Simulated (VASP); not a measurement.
# Sr (P6_3/mmc) in VASP: further runs, part 2 of 2

VASP 6.6.1. Earlier steps stand in the parts before.

## Step 3: Relaxation of shape and atoms at fixed volume, PBE (volume scaled by 1.10)

Contents of INCAR:

```
PREC = Accurate ; ENCUT = 600
EDIFF = 1E-6 ; ISMEAR = 0
SIGMA = 0.1 ; LREAL = False
LASPH = True ; NELM = 100
ALGO = Normal ; ISIF = 4
LWAVE = False ; LCHARG = False
GGA = PE ; IBRION = 2
NSW = 50 ; EDIFFG = -0.01
```

Contents of KPOINTS:

```
Automatic mesh
0
Gamma
  12 12 4
```

Contents of POSCAR:

```
Sr
1.0
    4.4003223348      0.0000000000      0.0000000000
   -2.2001611674      3.8107909268      0.0000000000
    0.0000000000      0.0000000000     14.4278179261
Sr
4
Direct
    0.0000000000      0.0000000000      0.0000000000
    0.3333333333      0.6666666667      0.2500000000
    0.0000000000      0.0000000000      0.5000000000
    0.6666666667      0.3333333333      0.7500000000
```

Potentials or basis: VASP PAW PBE potentials, release 64 (Sr_sv).

Command:

```
> cat potpaw_PBE.64/Sr_sv/POTCAR > POTCAR
> mpirun -np 1 vasp_std > vasp.out
```

OUTCAR:

```text
PREC = Accurate
   ENCUT = 600
   EDIFF = 1E-6
   ISMEAR = 0
   LREAL = False
   LASPH = True
   NELM = 100
   ISIF = 4
   GGA = PE
   IBRION = 2
   NSW = 50
   EDIFFG = -0.01

 ion  position               nearest neighbor table
   1  0.000  0.000  0.000-   2 4.41   4 4.41   4 4.41   2 4.41   4 4.41   2 4.41
   2  0.333  0.667  0.250-   1 4.41   3 4.41   1 4.41   3 4.41   1 4.41   3 4.41
   3  0.000  0.000  0.500-   2 4.41   4 4.41   4 4.41   2 4.41   4 4.41   2 4.41
   4  0.667  0.333  0.750-   1 4.41   3 4.41   1 4.41   3 4.41   1 4.41   3 4.41

  LATTYP: Found a hexagonal cell.
 ALAT       =     4.4003223348
 C/A-ratio  =     3.2788093299

  Lattice vectors:

 A1 = (   4.4003223348,   0.0000000000,   0.0000000000)
 A2 = (  -2.2001611674,   3.8107909268,   0.0000000000)
 A3 = (   0.0000000000,   0.0000000000,  14.4278179261)

Analysis of symmetry for initial positions (statically):
=====================================================================
 Subroutine PRICEL returns:
 Original cell was already a primitive cell.

 Routine SETGRP: Setting up the symmetry group for a
 hexagonal supercell.

[... 175 lines left out ...]

 val. band max:        1.2660426665   @ k =   0.3333   0.1667   0.0000
 cond. band min:       1.2840507559   @ k =   0.1667   0.1667   0.0000
 fundamental gap:      0.0180080894
 Fermi energy:         1.2802677038

 k-point     1 :       0.0000    0.0000    0.0000
  band No.  band energies     occupation
      1     -35.5379      2.00000
      2     -35.5351      2.00000
      3     -35.5313      2.00000
      4     -35.5285      2.00000
      5     -17.5720      2.00000
      6     -17.5074      2.00000
[... 637 lines left out ...]
     23       1.9068      0.00000
     24       2.0542      0.00000

 [... further k-points ...]

------------------------ aborting loop because EDIFF is reached ----------------------------------------

  FORCE on cell =-STRESS in cart. coord.  units (eV):
  Direction    XX          YY          ZZ          XY          YZ          ZX
  --------------------------------------------------------------------------------------
  -------------------------------------------------------------------------------------
  Total       -1.4147664     -1.4147664     -1.4254583      0.0000000      0.0000000      0.0000000
  in kB       -9.3690391     -9.3690391     -9.4398445      0.0000000      0.0000000      0.0000000
  external PRESSURE =      -9.3926409 kB  Pullay stress =       0.0000000 kB

 VOLUME and BASIS-vectors are now :
 -----------------------------------------------------------------------------
  energy-cutoff  :      600.00
  volume of cell :      241.94
      direct lattice vectors                 reciprocal lattice vectors
     4.400322335  0.000000000  0.000000000     0.227256079  0.131206358  0.000000000
    -2.200161167  3.810790927  0.000000000     0.000000000  0.262412717  0.000000000
     0.000000000  0.000000000 14.427817926     0.000000000  0.000000000  0.069310550

 POSITION                                       TOTAL-FORCE (eV/Angst)
 -----------------------------------------------------------------------------------
      0.00000      0.00000      0.00000        -0.000000     -0.000000     -0.000000
     -0.00000      2.54053      3.60695         0.000000      0.000000     -0.000000
      0.00000      0.00000      7.21391        -0.000000     -0.000000     -0.000000
      2.20016      1.27026     10.82086         0.000000      0.000000      0.000000
 -----------------------------------------------------------------------------------
    total drift:                               -0.000000      0.000000      0.000000

  FREE ENERGIE OF THE ION-ELECTRON SYSTEM (eV)
  ---------------------------------------------------
  free  energy   TOTEN  =        -6.4880468455 eV

  energy  without entropy=       -6.4627858374  energy(sigma->0) =       -6.47541634

 reached required accuracy - stopping structural energy minimisation
```

CONTCAR:

```text
Sr
   1.00000000000000
     4.4003223348000002    0.0000000000000000    0.0000000000000000
    -2.2001611674000001    3.8107909268000002    0.0000000000000000
     0.0000000000000000    0.0000000000000000   14.4278179260999995
  Sr
     4
Direct
     0.0000000000000000    0.0000000000000000    0.0000000000000000
     0.3333333332999970    0.6666666667000030    0.2500000000000000
     0.0000000000000000    0.0000000000000000    0.5000000000000000
     0.6666666667000030    0.3333333332999970    0.7500000000000000

  0.00000000E+00  0.00000000E+00  0.00000000E+00
  0.00000000E+00  0.00000000E+00  0.00000000E+00
  0.00000000E+00  0.00000000E+00  0.00000000E+00
  0.00000000E+00  0.00000000E+00  0.00000000E+00
```

Wall time 2.6 min (1 thread of Intel Xeon Platinum 8559C (Emerald Rapids), shared host); peak memory 0.58 GiB.

What came out:

| Item | Value |
| --- | --- |
| Free energy | -6.4880 eV |
| Pressure after relaxing | -0.9 GPa |
| Band gap on the k mesh | zero (band 20 reaches 1.46 eV, above the bottom of band 21 at 1.22 eV) |

Final structure:
```xyz
4
Lattice="4.4003 0.0000 0.0000 -2.2002 3.8108 0.0000 0.0000 0.0000 14.4278" Properties=species:S:1:pos:R:3 pbc="T T T"
Sr    0.0000    0.0000    0.0000
Sr    0.0000    2.5405    3.6070
Sr    0.0000    0.0000    7.2139
Sr    2.2002    1.2703   10.8209
```

Levels at points of the mesh, in eV from the Fermi level:
```
           k point  band 17  band 18  band 19  band 20  band 21  band 22  band 23  band 24
(0.00, 0.00, 0.00)    -3.51    -2.65    -2.64    -1.10    -0.06     1.20     1.22     2.14
(0.50, 0.00, 0.00)    -1.09    -0.77    -0.76    -0.56     0.03     0.13     0.33     0.34
(0.00, 0.00, 0.50)    -3.28    -3.28    -1.75    -1.75     0.47     0.47     1.88     1.88
(0.50, 0.00, 0.50)    -0.99    -0.99    -0.61    -0.61     0.07     0.07     0.37     0.37
```

Caveat: the cell differs from its parent crystal (volume scaled by 1.10); the relaxation stopped at its first step, so nothing moved.

## Step 4: Single point, PBE

This run uses another cell than the first one, of 54.99 Å³/atom, 1.064 times its volume.

Contents of INCAR:

```
ALGO = Normal
EDIFF = 1E-6
ENCUT = 520
GGA = PE
ISIF = 2
ISMEAR = 0
LASPH = T
LCHARG = F
LREAL = F
LWAVE = F
NBANDS = 28
NELM = 100
PREC = Accurate
SIGMA = 0.1
```

Contents of KPOINTS:

```
k-points
0
Gamma
  12 12 4
```

Contents of POSCAR:

```
Sr
1.0
    4.2627212022      0.0000000000      0.0000000000
   -2.1313606011      3.6916248503      0.0000000000
    0.0000000000      0.0000000000     13.9766500489
Sr
4
Direct
    0.0000000000      0.0000000000      0.0000000000
    0.3333333333      0.6666666667      0.2500000000
    0.0000000000      0.0000000000      0.5000000000
    0.6666666667      0.3333333333      0.7500000000
```

Command:

```
> cat potpaw_PBE.64/Sr_sv/POTCAR > POTCAR
> mpirun -np 1 vasp_std > vasp.out
```

It took 3.7 min on 1 thread of Intel Xeon Platinum 8488C (Sapphire Rapids), shared host; peak memory 0.47 GiB.

Results (log left out):

```
Free energy            : -6.5554 eV
Pressure               : 0.0 GPa
Band gap on the k mesh : zero (band 20 reaches 1.76 eV, above the bottom of band 21 at 1.55 eV)
```

Levels at points of the mesh, in eV from the Fermi level:
```csv
k point,band 17,band 18,band 19,band 20,band 21,band 22,band 23,band 24
"(0.00, 0.00, 0.00)",-3.67,-2.73,-2.73,-1.15,0.03,1.23,1.25,2.20
"(0.50, 0.00, 0.00)",-1.13,-0.83,-0.77,-0.60,0.06,0.22,0.28,0.30
"(0.00, 0.00, 0.50)",-3.42,-3.42,-1.79,-1.79,0.51,0.51,1.95,1.95
"(0.50, 0.00, 0.50)",-1.02,-1.02,-0.65,-0.65,0.10,0.10,0.34,0.34
```

## Step 5: Single point, PBE (volume scaled by 1.10, then relaxed in part)

Contents of INCAR:

```
SYSTEM = Sr
PREC = Accurate ; ENCUT = 520
EDIFF = 1E-6 ; ISMEAR = 0
SIGMA = 0.1 ; LREAL = .False.
LASPH = .True. ; NELM = 100
ALGO = Normal ; ISIF = 2
LWAVE = .False. ; LCHARG = .False.
GGA = PE ; NBANDS = 28
```

Contents of KPOINTS:

```
Automatic mesh
0
Gamma
  12 12 4
  0 0 0
```

Contents of POSCAR:

```
Sr
1.0
    4.4003223348      0.0000000000      0.0000000000
   -2.2001611674      3.8107909268      0.0000000000
    0.0000000000      0.0000000000     14.4278179261
Sr
4
Direct
    0.0000000000      0.0000000000      0.0000000000
    0.3333333333      0.6666666667      0.2500000000
    0.0000000000      0.0000000000      0.5000000000
    0.6666666667      0.3333333333      0.7500000000
```

Command:

```
> cat potpaw_PBE.64/Sr_sv/POTCAR > POTCAR
> mpirun -np 1 vasp_std > vasp.out
```

It took 4.7 min on 1 thread of Intel Xeon Platinum 8488C (Sapphire Rapids), shared host; peak memory 0.55 GiB.

The run converged. Its results:

* Free energy: -6.4881 eV
* Pressure: -0.9 GPa
* Band gap on the k mesh: zero (band 20 reaches 1.46 eV, above the bottom of band 21 at 1.22 eV)

Levels at points of the mesh, in eV from the Fermi level:
```tsv
k point	band 18	band 19	band 20	band 21	band 22	band 23
(0.00, 0.00, 0.00)	-2.65	-2.64	-1.10	-0.06	1.20	1.22
(0.50, 0.00, 0.00)	-0.77	-0.76	-0.56	0.03	0.13	0.33
(0.00, 0.00, 0.50)	-3.28	-1.75	-1.75	0.47	0.47	1.88
(0.50, 0.00, 0.50)	-0.99	-0.61	-0.61	0.07	0.07	0.37
```

Caveat: the cell differs from its parent crystal (volume scaled by 1.10, then relaxed in part).

## Step 6: Summary

```csv
task,cell,cutoff (eV),gap on the mesh (eV),pressure (GPa)
relaxation of shape and atoms at fixed volume,"relaxed from a = 4.176, b = 4.176, c = 13.691 Å, angles 90.0, 90.0, 120.0°, 4 atoms",600,none,0.8
relaxation of shape and atoms at fixed volume,"relaxed from a = 4.400, b = 4.400, c = 14.428 Å, angles 90.0, 90.0, 120.0°, 4 atoms",600,none,-0.9
single point,"a = 4.263, b = 4.263, c = 13.977 Å, angles 90.0, 90.0, 120.0°, 4 atoms",520,none,0.0
single point,"a = 4.400, b = 4.400, c = 14.428 Å, angles 90.0, 90.0, 120.0°, 4 atoms",520,none,-0.9
```

Alike in all rows: level PBE; potentials or basis VASP PAW PBE potentials, release 64 (Sr_sv); no spin polarisation; k mesh 12 × 12 × 4; smearing gaussian 0.1 eV.

Caveats: the relaxation stopped at its first step, so nothing moved (some runs).

Absolute energies hang on the potentials; compare differences alone.
